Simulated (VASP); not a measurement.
# AgPb2 (I4/mmm) in VASP: single point with PBE

Aim: the single point of AgPb2 with PBE.

Everything below comes from runs of VASP 6.6.1. Logs are shortened: lines on timing, memory, paths and dates and some standing lists are left out, and cuts for length are marked.

### Step 1. The cell of the first run

Symmetry: I4/mmm, No. 139, tetragonal system. Conventional cell: a = 3.998 Å, b = 3.998 Å, c = 9.807 Å, α = 90.00°, β = 90.00°, γ = 90.00°. Within 4.3 Å of Ag (site symmetry 4/mmm) lie 10 Pb at 3.26 to 3.29 Å and 4 Ag at 4.00 Å. Within 4.3 Å of Pb (site symmetry 4mm) lie 9 Pb at 3.24 to 4.00 Å and 5 Ag at 3.26 to 3.29 Å.

### Step 2. Single point, PBE

INCAR

```
SYSTEM = AgPb2
PREC = Accurate
ENCUT = 520
EDIFF = 1E-7
ISMEAR = 0
SIGMA = 0.1
LREAL = .FALSE.
LASPH = .TRUE.
NELM = 80
ALGO = Normal
ISIF = 2
LWAVE = .FALSE.
LCHARG = .FALSE.
GGA = PE
NBANDS = 26
```

KPOINTS

```
Automatic mesh
0
G
  6 6 6
  0 0 0
```

POSCAR

```
AgPb2
1.0
   -1.9988399611      1.9988399611      4.9034042797
    1.9988399611     -1.9988399611      4.9034042797
    1.9988399611      1.9988399611     -4.9034042797
Ag Pb
1 2
Direct
    0.0000000000      0.0000000000      0.0000000000
    0.6650000000      0.6650000000      0.0000000000
    0.3350000000      0.3350000000      0.0000000000
```

Potentials or basis: VASP PAW PBE potentials, release 64 (Ag, Pb_d).

Run with:

```sh
$ cat potpaw_PBE.64/Ag/POTCAR potpaw_PBE.64/Pb_d/POTCAR > POTCAR
$ mpirun -np 1 vasp_std > vasp.out
```

OUTCAR:

```text
SYSTEM = AgPb2
   PREC = Accurate
   ENCUT = 520
   EDIFF = 1E-7
   ISMEAR = 0
   LREAL = .FALSE.
   LASPH = .TRUE.
   NELM = 80
   ISIF = 2
   GGA = PE

 ion  position               nearest neighbor table
   1  0.000  0.000  0.000-   2 3.26   3 3.26   2 3.26   3 3.26   2 3.26   3 3.26   3 3.26   2 3.26
                             2 3.29   3 3.29
   2  0.665  0.665  0.000-   3 3.24   1 3.26   1 3.26   1 3.26   1 3.26   3 3.28   3 3.28   3 3.28
                             3 3.28   1 3.29
   3  0.335  0.335  0.000-   2 3.24   1 3.26   1 3.26   1 3.26   1 3.26   2 3.28   2 3.28   2 3.28
                             2 3.28   1 3.29

  LATTYP: Found a body centered tetragonal cell.
 ALAT       =     3.9976799222
 C/A-ratio  =     2.4531250001

  Lattice vectors:

 A1 = (  -1.9988399611,   1.9988399611,   4.9034042797)
 A2 = (   1.9988399611,  -1.9988399611,   4.9034042797)
 A3 = (   1.9988399611,   1.9988399611,  -4.9034042797)

Analysis of symmetry for initial positions (statically):
=====================================================================
 Subroutine PRICEL returns:
 Original cell was already a primitive cell.

 Routine SETGRP: Setting up the symmetry group for a
 body centered tetragonal supercell.

 Subroutine GETGRP returns: Found 16 space group operations
 (whereof 16 operations were pure point group operations)
 out of a pool of 16 trial point group operations.

The static configuration has the point symmetry D_4h.

Analysis of symmetry for dynamics (positions and initial velocities):
=====================================================================
 Subroutine PRICEL returns:
 Original cell was already a primitive cell.

 Routine SETGRP: Setting up the symmetry group for a
 body centered tetragonal supercell.

 Subroutine GETGRP returns: Found 16 space group operations
 (whereof 16 operations were pure point group operations)
 out of a pool of 16 trial point group operations.

The dynamic configuration has the point symmetry D_4h.

 Subroutine INISYM returns: Found 16 space group operations
 (whereof 16 operations are pure point group operations),
 and found     1 'primitive' translations

----------------------------------------------------------------------------------------

                                     Primitive cell

  volume of cell :      78.3635

  direct lattice vectors                    reciprocal lattice vectors
    -1.998839961  1.998839961  4.903404280     0.000000000  0.250145089  0.101969973
     1.998839961 -1.998839961  4.903404280     0.250145089  0.000000000  0.101969973
     1.998839961  1.998839961 -4.903404280     0.250145089  0.250145089  0.000000000

  length of vectors
     5.659867128  5.659867128  5.659867128     0.270130415  0.270130415  0.353758577

  position of ions in fractional coordinates (direct lattice)
     0.000000000  0.000000000  0.000000000
     0.665000000  0.665000000  0.000000000
     0.335000000  0.335000000  0.000000000

  ion indices of the primitive-cell ions
   primitive index   ion index
                 1           1
                 2           2
                 3           3

----------------------------------------------------------------------------------------

 KPOINTS: Automatic mesh

Automatic generation of k-mesh.
 Grid dimensions read from file:
 generate k-points for:    6    6    6

 Generating k-lattice:

  Cartesian coordinates                     Fractional coordinates (reciprocal lattice)
     0.000000000  0.041690848  0.016994995     0.166666667  0.000000000 -0.000000000
     0.041690848  0.000000000  0.016994995     0.000000000  0.166666667 -0.000000000
     0.041690848  0.041690848  0.000000000     0.000000000  0.000000000  0.166666667

  Length of vectors
     0.045021736  0.045021736  0.058959763

  Shift w.r.t. Gamma in fractional coordinates (k-lattice)
     0.000000000  0.000000000  0.000000000

 Subroutine IBZKPT returns following result:
 ===========================================

 Found     30 irreducible k-points:

 Following reciprocal coordinates:
            Coordinates               Weight
  0.000000  0.000000  0.000000      1.000000
  0.166667 -0.000000  0.000000      8.000000
  0.333333  0.000000 -0.000000      8.000000
  0.500000  0.000000  0.000000      4.000000
  0.166667  0.166667  0.000000      8.000000
  0.333333  0.166667  0.000000     16.000000
[... 16 lines left out ...]
 -0.333333 -0.333333  0.166667      8.000000
 -0.166667 -0.333333  0.166667      8.000000
 [... further k-points ...]
   k-points           NKPTS =     30   k-points in BZ     NKDIM =     30   number of bands    NBANDS=     26
   number of dos      NEDOS =    301   number of ions     NIONS =      3
   total plane-waves  NPLWV =  74088
   dimension x,y,z NGX =    42 NGY =   42 NGZ =   42
   dimension x,y,z NGXF=    84 NGYF=   84 NGZF=   84
   ions per type =               1   2
   NGX,Y,Z   is equivalent  to a cutoff of  12.34, 12.34, 12.34 a.u.
   NGXF,Y,Z  is equivalent  to a cutoff of  24.67, 24.67, 24.67 a.u.
 SYSTEM =  AgPb2
   PREC   = accura    normal or accurate (medium, high low for compatibility)
   ISTART =      0    job   : 0-new  1-cont  2-samecut
   ICHARG =      2    charge: 1-file 2-atom 10-const
   ISPIN  =      1    spin polarized calculation?
   LNONCOLLINEAR =      F non collinear calculations
   LSORBIT =      F    spin-orbit coupling
   LASPH  =      T    aspherical Exc in radial PAW
   ENCUT  =  520.0 eV  38.22 Ry    6.18 a.u.  10.52 10.52 10.52*2*pi/ulx,y,z
   NELM   =     80;   NELMIN=  2; NELMDL= -5     # of ELM steps
   EDIFF  = 0.1E-06   stopping-criterion for ELM
   LREAL  =      F    real-space projection
   EDIFFG = 0.1E-05   stopping-criterion for IOM
   NSW    =      0    number of steps for IOM
   IBRION =     -1    ionic relax: 0-MD 1-quasi-New 2-CG
   NFREE  =      0    steps in history (QN), initial steepest desc. (CG)
   ISIF   =      2    stress and relaxation
   ISYM   =      2    0-nonsym 1-usesym 2-fastsym
   POTIM  = 0.5000    time-step for ionic-motion
   TEBEG  =    0.0;   TEEND  =   0.0 temperature during run
   PSTRESS=    0.0 pullay stress
   NELECT =      39.0000    total number of electrons
   NUPDOWN=      -1.0000    fix difference up-down
   EMIN   =  10.00;   EMAX   =-10.00  energy-range for DOS
   EFERMI =   0.00;   METHOD = LEGACY
   ISMEAR =     0;   SIGMA  =   0.10  broadening in eV -4-tet -1-fermi 0-gaus
   EFERMI_NEDOS =   21; number of points for ismear=-14 and -15
   IALGO  =     38    algorithm
   IMIX   =      4    mixing-type and parameters
     AMIX     =   0.40;   BMIX     =  1.00
     AMIX_MAG =   1.60;   BMIX_MAG =  1.00
  volume/ion in A,a.u.               =      26.12       176.27
  Fermi-wavevector in a.u.,A,eV,Ry     =   1.297354  2.451643 22.900334  1.683127
  Thomas-Fermi vector in A             =   2.428752
   LORBIT       =      0    0 simple, 1 ext, 2 COOP (PROOUT), +10 PAW based schemes
   GGA     = PE    functional components
   LHFCALC =     F    Hartree Fock is set to
   AEXX    =    0.0000 exact exchange contribution
   IVDW    =     0    specifies the selected vdW correction
   LEPSILON=     F    determine dielectric tensor
   LRPA    =     F    only Hartree local field effects (RPA)
 non-spin polarized calculation
 Gauss-broadening in eV      SIGMA  =   0.10
  energy-cutoff  :      520.00
  volume of cell :       78.36
 maximum number of plane-waves:      2134
   NGX = 21   NGY = 21   NGZ = 21

 number of electron      39.0000005 magnetization

 Free energy of the ion-electron system (eV)
  ---------------------------------------------------
  ext. energy  EPLUGINS =         0.00000000
  ---------------------------------------------------
  free energy    TOTEN  =        -9.41849377 eV

  energy without entropy =       -9.41100040  energy(sigma->0) =       -9.41474708

 E-fermi :   7.4756     XC(G=0): -10.5941

 val. band max:        7.4040920245   @ k =  -0.3333   0.3333   0.0000
 cond. band min:       7.4906146700   @ k =  -0.3333   0.3333   0.0000
 fundamental gap:      0.0865226455
 Fermi energy:         7.4756109230

 k-point     1 :       0.0000    0.0000    0.0000
  band No.  band energies     occupation
      1      -9.6590      2.00000
      2      -9.6538      2.00000
      3      -9.5733      2.00000
      4      -9.5461      2.00000
      5      -9.5461      2.00000
      6      -9.4985      2.00000
[... 18 lines left out ...]
     25      12.9031      0.00000
     26      14.6506      0.00000

 k-point     2 :       0.1667   -0.0000    0.0000
  band No.  band energies     occupation
      1      -9.6709      2.00000
      2      -9.6454      2.00000
      3      -9.6054      2.00000
      4      -9.5757      2.00000
      5      -9.5549      2.00000
      6      -9.4723      2.00000
[... 18 lines left out ...]
     25      14.2265      0.00000
     26      15.2053      0.00000

 k-point     3 :       0.3333    0.0000   -0.0000
  band No.  band energies     occupation
      1      -9.6937      2.00000
      2      -9.6598      2.00000
      3      -9.6304      2.00000
      4      -9.6271      2.00000
      5      -9.5394      2.00000
      6      -9.4714      2.00000
[... 18 lines left out ...]
     25      13.3068      0.00000
     26      14.2493      0.00000

 k-point     4 :       0.5000    0.0000    0.0000
  band No.  band energies     occupation
      1      -9.6975      2.00000
      2      -9.6722      2.00000
      3      -9.6613      2.00000
      4      -9.6419      2.00000
      5      -9.5174      2.00000
      6      -9.4572      2.00000
[... 18 lines left out ...]
     25      12.9371      0.00000
     26      14.2829      0.00000
[... 496 lines left out ...]
      1      -9.7073      2.00000
      2      -9.6848      2.00000
      3      -9.6550      2.00000
      4      -9.6124      2.00000
      5      -9.5474      2.00000
      6      -9.4918      2.00000
[... 18 lines left out ...]
     25      14.2090      0.00000
     26      14.5305      0.00000

 k-point    23 :      -0.3333   -0.3333    0.1667
  band No.  band energies     occupation
      1      -9.6972      2.00000
      2      -9.6737      2.00000
      3      -9.6578      2.00000
      4      -9.6100      2.00000
      5      -9.5861      2.00000
      6      -9.4435      2.00000
[... 18 lines left out ...]
     25      14.5845      0.00000
     26      14.6037      0.00000

 k-point    24 :      -0.1667   -0.3333    0.1667
  band No.  band energies     occupation
      1      -9.6836      2.00000
      2      -9.6647      2.00000
      3      -9.6435      2.00000
      4      -9.6119      2.00000
      5      -9.5837      2.00000
      6      -9.4566      2.00000
[... 18 lines left out ...]
     25      13.9578      0.00000
     26      15.0998      0.00000

 [... further k-points ...]
[... 5 lines left out ...]
  --------------------------------------------------------------------------------------
  -------------------------------------------------------------------------------------
  Total        0.9595999      0.9595999      1.5373944      0.0000000      0.0000000     -0.0000000
  in kB       19.6194589     19.6194589     31.4327321      0.0000000      0.0000000     -0.0000000
  external PRESSURE =      23.5572167 kB  Pullay stress =       0.0000000 kB

 VOLUME and BASIS-vectors are now :
 -----------------------------------------------------------------------------
  energy-cutoff  :      520.00
  volume of cell :       78.36
      direct lattice vectors                 reciprocal lattice vectors
    -1.998839961  1.998839961  4.903404280     0.000000000  0.250145089  0.101969973
     1.998839961 -1.998839961  4.903404280     0.250145089  0.000000000  0.101969973
     1.998839961  1.998839961 -4.903404280     0.250145089  0.250145089  0.000000000

 POSITION                                       TOTAL-FORCE (eV/Angst)
 -----------------------------------------------------------------------------------
      0.00000      0.00000      0.00000         0.000000      0.000000     -0.000000
      0.00000      0.00000      6.52153         0.000000      0.000000     -0.316191
      0.00000      0.00000      3.28528        -0.000000     -0.000000      0.316191
 -----------------------------------------------------------------------------------
    total drift:                               -0.000000     -0.000000      0.000000

  FREE ENERGIE OF THE ION-ELECTRON SYSTEM (eV)
  ---------------------------------------------------
  free  energy   TOTEN  =        -9.4184937657 eV

  energy  without entropy=       -9.4110004031  energy(sigma->0) =       -9.41474708
```

Wall time 78 s (1 thread of Intel Xeon Platinum 8488C (Sapphire Rapids), shared host); peak memory 0.27 GiB.

What came out:

| Item | Value |
| --- | --- |
| Free energy | -9.4185 eV |
| Pressure | 2.4 GPa |
| Largest force | 0.316 eV/Å |

Forces on the atoms (eV/Å):
```
Ag   0.000  0.000  0.000
Pb   0.000  0.000 -0.316
Pb   0.000  0.000  0.316
```

Stress tensor (GPa, compression positive):
```
1.96 0.00 0.00
0.00 1.96 0.00
0.00 0.00 3.14
```

Levels at points of the mesh, in eV from the Fermi level:
| k point | band 18 | band 19 | band 20 | band 21 | band 22 | band 23 |
| --- | --- | --- | --- | --- | --- | --- |
| (0.00, 0.00, 0.00) | -1.67 | 0.99 | 1.25 | 1.25 | 2.38 | 2.81 |
| (0.50, 0.00, 0.00) | -3.18 | -2.76 | 2.46 | 2.76 | 3.11 | 3.70 |
| (0.50, 0.50, 0.00) | -3.85 | -1.65 | -1.08 | -0.78 | 1.95 | 2.27 |
| (0.50, 0.50, 0.50) | -1.28 | -0.38 | -0.38 | 3.50 | 5.11 | 6.08 |

Caveat: the k points lie up to 0.37 Å⁻¹ apart; spin-orbit coupling is left out, which moves the levels of the heavy elements.
